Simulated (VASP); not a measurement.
# HfTe6Mo (P312) in VASP: single point with PBE

Aim: the single point of HfTe6Mo with PBE.

Program: VASP 6.6.1. These are calculated values, not measurements. Logs are shortened: lines on timing, memory, paths and dates and some standing lists are left out, and cuts for length are marked.

## Step 1: The cell of the first run

Symmetry: P312, No. 149, trigonal system. Conventional cell: a = 6.670 Å, b = 6.670 Å, c = 6.158 Å, α = 90.00°, β = 90.00°, γ = 120.00°. Within 3.7 Å of Hf (site symmetry 32) lie 6 Te at 2.84 Å. Te (site symmetry 1) has 1 Mo at 2.73 Å and 1 Hf at 2.84 Å and 12 Te at 3.48 to 4.14 Å within 4.2 Å. Within 3.6 Å of Mo (site symmetry 32) lie 6 Te at 2.73 Å.

## Step 2: Single point, PBE

Input file INCAR:

```
PREC     = Accurate       # precision mode
ENCUT    = 500            # plane-wave cutoff, eV
EDIFF    = 1E-6           # SCF threshold, eV
ISMEAR   = 0              # smearing method
SIGMA    = 0.2            # smearing width, eV
LREAL    = False          # projectors in reciprocal space
LASPH    = True           # aspherical terms in the spheres
NELM     = 120            # most SCF steps
ALGO     = Normal         # electronic algorithm
ISIF     = 2              # what is computed and relaxed
LWAVE    = False          # write WAVECAR
LCHARG   = False          # write CHGCAR
GGA      = PE             # functional
NBANDS   = 40             # bands
GGA_COMPAT= False
```

Input file KPOINTS:

```
Automatic mesh
0
Gamma
  3 3 3
```

Input file POSCAR:

```
HfTe6Mo
1.0
    6.6701607224      0.0000000000      0.0000000000
   -3.3350803612      5.7765286330      0.0000000000
    0.0000000000      0.0000000000      6.1584910967
Hf Te Mo
1 6 1
Direct
    0.0000000000      0.0000000000      0.0000000000
    0.0098605300      0.6630323943      0.7251232129
    0.6531718643      0.6630323943      0.2748767871
    0.6531718643     -0.0098605300      0.7251232129
    0.3369676057      0.3468281357      0.7251232129
    0.0098605300      0.3468281357      0.2748767871
    0.3369676057     -0.0098605300      0.2748767871
    0.3333333333      0.6666666667      0.0000000000
```

Potentials or basis: VASP PAW PBE potentials, release 64 (Hf_pv, Te, Mo_sv).

Run with:

```console
$ cat potpaw_PBE.64/Hf_pv/POTCAR potpaw_PBE.64/Te/POTCAR potpaw_PBE.64/Mo_sv/POTCAR > POTCAR
$ mpirun -np 1 vasp_std > vasp.out
```

OUTCAR:

```text
PREC = Accurate
   ENCUT = 500
   EDIFF = 1E-6
   ISMEAR = 0
   LREAL = False
   LASPH = True
   NELM = 120
   ISIF = 2
   GGA = PE

 ion  position               nearest neighbor table
   1  0.000  0.000  0.000-   4 2.84   7 2.84   2 2.84   3 2.84   6 2.84   5 2.84
   2  0.010  0.663  0.725-   8 2.73   1 2.84   6 3.48   7 3.53   3 3.65
   3  0.653  0.663  0.275-   8 2.73   1 2.84   5 3.48   4 3.53   2 3.65
   4  0.653  0.990  0.725-   8 2.73   1 2.84   7 3.48   3 3.53   6 3.65
   5  0.337  0.347  0.725-   8 2.73   1 2.84   3 3.48   6 3.53   7 3.65
   6  0.010  0.347  0.275-   8 2.73   1 2.84   2 3.48   5 3.53   4 3.65
   7  0.337  0.990  0.275-   8 2.73   1 2.84   4 3.48   2 3.53   5 3.65
   8  0.333  0.667  0.000-   2 2.73   7 2.73   6 2.73   4 2.73   3 2.73   5 2.73

  LATTYP: Found a hexagonal cell.
 ALAT       =     6.6701607224
 C/A-ratio  =     0.9232897606

  Lattice vectors:

 A1 = (   6.6701607224,   0.0000000000,   0.0000000000)
 A2 = (  -3.3350803612,   5.7765286330,   0.0000000000)
 A3 = (   0.0000000000,   0.0000000000,   6.1584910967)

Analysis of symmetry for initial positions (statically):
=====================================================================
 Subroutine PRICEL returns:
 Original cell was already a primitive cell.

 Routine SETGRP: Setting up the symmetry group for a
 hexagonal supercell.

 Subroutine GETGRP returns: Found  6 space group operations
 (whereof  6 operations were pure point group operations)
 out of a pool of 24 trial point group operations.

The static configuration has the point symmetry D_3 .

Analysis of symmetry for dynamics (positions and initial velocities):
=====================================================================
 Subroutine PRICEL returns:
 Original cell was already a primitive cell.

 Routine SETGRP: Setting up the symmetry group for a
 hexagonal supercell.

 Subroutine GETGRP returns: Found  6 space group operations
 (whereof  6 operations were pure point group operations)
 out of a pool of 24 trial point group operations.

The dynamic configuration has the point symmetry D_3 .

 Subroutine INISYM returns: Found  6 space group operations
 (whereof  6 operations are pure point group operations),
 and found     1 'primitive' translations

----------------------------------------------------------------------------------------

                                     Primitive cell

  volume of cell :     237.2890

  direct lattice vectors                    reciprocal lattice vectors
     6.670160722  0.000000000  0.000000000     0.149921425  0.086557175  0.000000000
    -3.335080361  5.776528633  0.000000000     0.000000000  0.173114350  0.000000000
     0.000000000  0.000000000  6.158491097     0.000000000  0.000000000  0.162377437

  length of vectors
     6.670160722  6.670160722  6.158491097     0.173114350  0.173114350  0.162377437

  position of ions in fractional coordinates (direct lattice)
     0.000000000  0.000000000  0.000000000
     0.009860530  0.663032394  0.725123213
     0.653171864  0.663032394  0.274876787
     0.653171864  0.990139470  0.725123213
     0.336967606  0.346828136  0.725123213
     0.009860530  0.346828136  0.274876787
     0.336967606  0.990139470  0.274876787
     0.333333333  0.666666667  0.000000000

  ion indices of the primitive-cell ions
   primitive index   ion index
                 1           1
                 2           2
                 3           3
                 4           4
                 5           5
                 6           6
                 7           7
                 8           8

----------------------------------------------------------------------------------------

 KPOINTS: Automatic mesh

Automatic generation of k-mesh.
 Grid dimensions read from file:
 generate k-points for:    3    3    3

 Generating k-lattice:

  Cartesian coordinates                     Fractional coordinates (reciprocal lattice)
     0.049973808  0.028852392  0.000000000     0.333333333  0.000000000  0.000000000
     0.000000000  0.057704783  0.000000000     0.000000000  0.333333333  0.000000000
     0.000000000  0.000000000  0.054125812     0.000000000  0.000000000  0.333333333

  Length of vectors
     0.057704783  0.057704783  0.054125812

  Shift w.r.t. Gamma in fractional coordinates (k-lattice)
     0.000000000  0.000000000  0.000000000

 Subroutine IBZKPT returns following result:
 ===========================================

 Found      7 irreducible k-points:

 Following reciprocal coordinates:
            Coordinates               Weight
  0.000000  0.000000  0.000000      1.000000
  0.333333 -0.000000  0.000000      6.000000
  0.333333  0.333333  0.000000      2.000000
  0.000000  0.000000  0.333333      2.000000
  0.333333 -0.000000  0.333333     12.000000
  0.333333  0.333333  0.333333      2.000000
 -0.333333 -0.333333  0.333333      2.000000
   k-points           NKPTS =      7   k-points in BZ     NKDIM =      7   number of bands    NBANDS=     40
   number of dos      NEDOS =    301   number of ions     NIONS =      8
   total plane-waves  NPLWV = 120000
   dimension x,y,z NGX =    50 NGY =   50 NGZ =   48
   dimension x,y,z NGXF=   100 NGYF=  100 NGZF=   96
   ions per type =               1   6   1
   NGX,Y,Z   is equivalent  to a cutoff of  12.46, 12.46, 12.96 a.u.
   NGXF,Y,Z  is equivalent  to a cutoff of  24.92, 24.92, 25.91 a.u.
 SYSTEM =  unknown system
   PREC   = accura    normal or accurate (medium, high low for compatibility)
   ISTART =      0    job   : 0-new  1-cont  2-samecut
   ICHARG =      2    charge: 1-file 2-atom 10-const
   ISPIN  =      1    spin polarized calculation?
   LNONCOLLINEAR =      F non collinear calculations
   LSORBIT =      F    spin-orbit coupling
   LASPH  =      T    aspherical Exc in radial PAW
   ENCUT  =  500.0 eV  36.75 Ry    6.06 a.u.  12.16 12.16 11.23*2*pi/ulx,y,z
   NELM   =    120;   NELMIN=  2; NELMDL= -5     # of ELM steps
   EDIFF  = 0.1E-05   stopping-criterion for ELM
   LREAL  =      F    real-space projection
   EDIFFG = 0.1E-04   stopping-criterion for IOM
   NSW    =      0    number of steps for IOM
   IBRION =     -1    ionic relax: 0-MD 1-quasi-New 2-CG
   NFREE  =      0    steps in history (QN), initial steepest desc. (CG)
   ISIF   =      2    stress and relaxation
   ISYM   =      2    0-nonsym 1-usesym 2-fastsym
   POTIM  = 0.5000    time-step for ionic-motion
   TEBEG  =    0.0;   TEEND  =   0.0 temperature during run
   PSTRESS=    0.0 pullay stress
   NELECT =      60.0000    total number of electrons
   NUPDOWN=      -1.0000    fix difference up-down
   EMIN   =  10.00;   EMAX   =-10.00  energy-range for DOS
   EFERMI =   0.00;   METHOD = LEGACY
   ISMEAR =     0;   SIGMA  =   0.20  broadening in eV -4-tet -1-fermi 0-gaus
   EFERMI_NEDOS =   21; number of points for ismear=-14 and -15
   IALGO  =     38    algorithm
   IMIX   =      4    mixing-type and parameters
     AMIX     =   0.40;   BMIX     =  1.00
     AMIX_MAG =   1.60;   BMIX_MAG =  1.00
  volume/ion in A,a.u.               =      29.66       200.16
  Fermi-wavevector in a.u.,A,eV,Ry     =   1.035220  1.956282 14.581103  1.071681
  Thomas-Fermi vector in A             =   2.169553
   LORBIT       =      0    0 simple, 1 ext, 2 COOP (PROOUT), +10 PAW based schemes
   GGA     = PE    functional components
   LHFCALC =     F    Hartree Fock is set to
   AEXX    =    0.0000 exact exchange contribution
   IVDW    =     0    specifies the selected vdW correction
   LEPSILON=     F    determine dielectric tensor
   LRPA    =     F    only Hartree local field effects (RPA)
 non-spin polarized calculation
 Gauss-broadening in eV      SIGMA  =   0.20
  energy-cutoff  :      500.00
  volume of cell :      237.29
 maximum number of plane-waves:      6045
 NGX is ok and might be reduce to    50
   NGX = 25   NGY = 25   NGZ = 23

 number of electron      60.0000002 magnetization

 Free energy of the ion-electron system (eV)
  ---------------------------------------------------
  ext. energy  EPLUGINS =         0.00000000
  ---------------------------------------------------
  free energy    TOTEN  =       -41.21165112 eV

  energy without entropy =      -41.09596516  energy(sigma->0) =      -41.15380814

 E-fermi :   6.0707     XC(G=0):  -9.6920

 val. band max:        6.0652953695   @ k =  -0.3333  -0.3333   0.3333
 cond. band min:       6.1646225978   @ k =   0.3333  -0.0000   0.3333
 fundamental gap:      0.0993272283
 Fermi energy:         6.0707343869

 k-point     1 :       0.0000    0.0000    0.0000
  band No.  band energies     occupation
      1     -55.1407      2.00000
      2     -29.2560      2.00000
      3     -29.2560      2.00000
      4     -29.1902      2.00000
      5     -24.9997      2.00000
      6     -24.9997      2.00000
[... 32 lines left out ...]
     39       9.0618      0.00000
     40      10.0057      0.00000

 k-point     2 :       0.3333   -0.0000    0.0000
  band No.  band energies     occupation
      1     -55.1407      2.00000
      2     -29.2560      2.00000
      3     -29.2560      2.00000
      4     -29.1902      2.00000
      5     -24.9998      2.00000
      6     -24.9996      2.00000
[... 32 lines left out ...]
     39       9.5426      0.00000
     40       9.9937      0.00000

 k-point     3 :       0.3333    0.3333    0.0000
  band No.  band energies     occupation
      1     -55.1407      2.00000
      2     -29.2560      2.00000
      3     -29.2560      2.00000
      4     -29.1902      2.00000
      5     -24.9998      2.00000
      6     -24.9996      2.00000
[... 32 lines left out ...]
     39       9.6868      0.00000
     40      10.9955      0.00000

 k-point     4 :       0.0000    0.0000    0.3333
  band No.  band energies     occupation
      1     -55.1407      2.00000
      2     -29.2560      2.00000
      3     -29.2560      2.00000
      4     -29.1902      2.00000
      5     -24.9996      2.00000
      6     -24.9996      2.00000
[... 32 lines left out ...]
     39       9.7478      0.00000
     40      10.8452      0.00000

 k-point     5 :       0.3333   -0.0000    0.3333
  band No.  band energies     occupation
      1     -55.1407      2.00000
      2     -29.2560      2.00000
      3     -29.2560      2.00000
      4     -29.1902      2.00000
      5     -24.9997      2.00000
      6     -24.9996      2.00000
[... 32 lines left out ...]
     39       9.4648      0.00000
     40      10.1000      0.00000

 k-point     6 :       0.3333    0.3333    0.3333
  band No.  band energies     occupation
      1     -55.1407      2.00000
      2     -29.2560      2.00000
      3     -29.2560      2.00000
      4     -29.1902      2.00000
      5     -24.9998      2.00000
      6     -24.9996      2.00000
[... 32 lines left out ...]
     39       9.8276      0.00000
     40      10.9895      0.00000

 k-point     7 :      -0.3333   -0.3333    0.3333
  band No.  band energies     occupation
      1     -55.1407      2.00000
      2     -29.2560      2.00000
      3     -29.2560      2.00000
      4     -29.1902      2.00000
      5     -24.9998      2.00000
      6     -24.9996      2.00000
[... 32 lines left out ...]
     39       9.0914      0.00000
     40      10.0063      0.00000

------------------------ aborting loop because EDIFF is reached ----------------------------------------

  FORCE on cell =-STRESS in cart. coord.  units (eV):
  Direction    XX          YY          ZZ          XY          YZ          ZX
  --------------------------------------------------------------------------------------
  -------------------------------------------------------------------------------------
  Total       -0.1317986     -0.1317986     -0.1965978      0.0000000      0.0000000      0.0000000
  in kB       -0.8899051     -0.8899051     -1.3274300      0.0000000      0.0000000      0.0000000
  external PRESSURE =      -1.0357467 kB  Pullay stress =       0.0000000 kB

 VOLUME and BASIS-vectors are now :
 -----------------------------------------------------------------------------
  energy-cutoff  :      500.00
  volume of cell :      237.29
      direct lattice vectors                 reciprocal lattice vectors
     6.670160722  0.000000000  0.000000000     0.149921425  0.086557175  0.000000000
    -3.335080361  5.776528633  0.000000000     0.000000000  0.173114350  0.000000000
     0.000000000  0.000000000  6.158491097     0.000000000  0.000000000  0.162377437

 POSITION                                       TOTAL-FORCE (eV/Angst)
 -----------------------------------------------------------------------------------
      0.00000      0.00000      0.00000        -0.000000     -0.000000      0.000000
     -2.14549      3.83003      4.46566        -0.002731     -0.002680     -0.006006
      2.14549      3.83003      1.69283         0.002731     -0.002680      0.006006
      1.05457      5.71957      4.46566        -0.000955      0.003705     -0.006006
      1.09093      2.00346      4.46566         0.003686     -0.001025     -0.006006
     -1.09093      2.00346      1.69283        -0.003686     -0.001025      0.006006
     -1.05457      5.71957      1.69283         0.000955      0.003705      0.006006
     -0.00000      3.85102      0.00000        -0.000000     -0.000000      0.000000
 -----------------------------------------------------------------------------------
    total drift:                                0.000001     -0.000000     -0.000000

  FREE ENERGIE OF THE ION-ELECTRON SYSTEM (eV)
  ---------------------------------------------------
  free  energy   TOTEN  =       -41.2116511225 eV

  energy  without entropy=      -41.0959651644  energy(sigma->0) =      -41.15380814
```

It took 2.8 min on 1 thread of Intel Xeon 8259CL, shared host; peak memory 0.36 GiB.

What came out:

| Property | Result |
| --- | --- |
| Free energy | -41.2117 eV |
| Pressure | -0.1 GPa |
| Largest force | 0.007 eV/Å |
| Band gap on the k mesh | zero (bands 30 and 31 overlap by 1.11 eV) |

Forces in eV/Å, atoms in the order of the input:
```
Hf   0.000  0.000  0.000
Te  -0.003 -0.003 -0.006
Te   0.003 -0.003  0.006
Te  -0.001  0.004 -0.006
Te   0.004 -0.001 -0.006
Te  -0.004 -0.001  0.006
Te   0.001  0.004  0.006
Mo   0.000  0.000  0.000
```

Levels at points of the mesh, in eV from the Fermi level:
```csv
k point,band 26,band 27,band 28,band 29,band 30,band 31,band 32,band 33,band 34,band 35
"(0.00, 0.00, 0.00)",-1.27,-0.97,-0.97,-0.07,0.65,0.65,1.03,1.03,1.33,1.81
```

Caveat: the k points lie up to 0.36 Å⁻¹ apart, too coarse for converged energies and pressures of a metal; spin-orbit coupling is left out, which moves the levels of the heavy elements.

The gap in the log of VASP goes by the Fermi energy; the results here count the filled bands.